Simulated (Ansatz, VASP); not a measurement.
## GaP in VASP and in Ansatz

File POSCAR:

```
GaP
1.0
    0.0000000000      2.7253992957      2.7253992957
    2.7253992957      0.0000000000      2.7253992957
    2.7253992957      2.7253992957      0.0000000000
Ga P
1 1
Direct
    0.0000000000      0.0000000000      0.0000000000
    0.2500000000      0.2500000000      0.2500000000
```

File INCAR.step1:

```
  ALGO = Normal
  EDIFF = 1E-5
  ENCUT = 520
  GGA = PE
  ISIF = 2
  ISMEAR = 0
  LASPH = True
  LCHARG = False
  LREAL = False
  LWAVE = True
  NBANDS = 16
  NELM = 60
  PREC = Accurate
  SIGMA = 0.01
```

File INCAR.step2:

```
  AEXX = 0.1
  ALGO = Normal
  EDIFF = 1E-6
  ENCUT = 520
  GGA = PE
  ISIF = 2
  ISMEAR = 0
  ISTART = 1
  LASPH = True
  LCHARG = False
  LHFCALC = True
  LREAL = False
  LWAVE = False
  NBANDS = 16
  NELM = 60
  PREC = Accurate
  PRECFOCK = Normal
  SIGMA = 0.01
```

The input KPOINTS:

```
k-points
0
Gamma
  4 4 4
```

Input for Ansatz:

```yaml
crystal:
  lattice:
    - [0.0, 2.7253992957, 2.7253992957]
    - [2.7253992957, 0.0, 2.7253992957]
    - [2.7253992957, 2.7253992957, 0.0]
  atoms:
    - { symbol: Ga, position: [0.0, 0.0, 0.0] }
    - { symbol: P, position: [0.25, 0.25, 0.25] }
kpoints:
  mp_grid: { grid: [4, 4, 4] }
hamiltonian:
  xc: { exchange: pbe, correlation: pbe, exx: { coeff: 0.1 } }
scf:
  occupations: { method: fixed }
  n_extra_bands: 4
output:
  forces: true
  stress: true
  eigenvalues: true
```

Alike in both runs: task single point; functional PBE-based global hybrid; k mesh 4 × 4 × 4; no spin polarisation.

```csv
,VASP,Ansatz
version,VASP 6.6.1,Ansatz 0.2.0
potentials or method,"VASP PAW PBE potentials, release 64 (Ga_d, P)",plane waves
plane-wave cutoff (eV),520,420
occupations,"gaussian, width 0.01 eV",fixed
valence electrons in the cell,18,18
```

VASP gave:

| Quantity | Value |
| --- | --- |
| gap on the k mesh at the Fermi level (eV) | 2.19 |
| pressure (GPa) | 2.0 |

Estimate Ansatz's values.

gap on the k mesh at the Fermi level (eV): 2.17; pressure (GPa): 2.1.

VASP's potentials were made for PBE, not for PBE-based global hybrid. Ansatz's warnings: stress exchange threshold loose, stress scf threshold loose.

The k mesh is coarse, so the values compare programs but aren't converged.
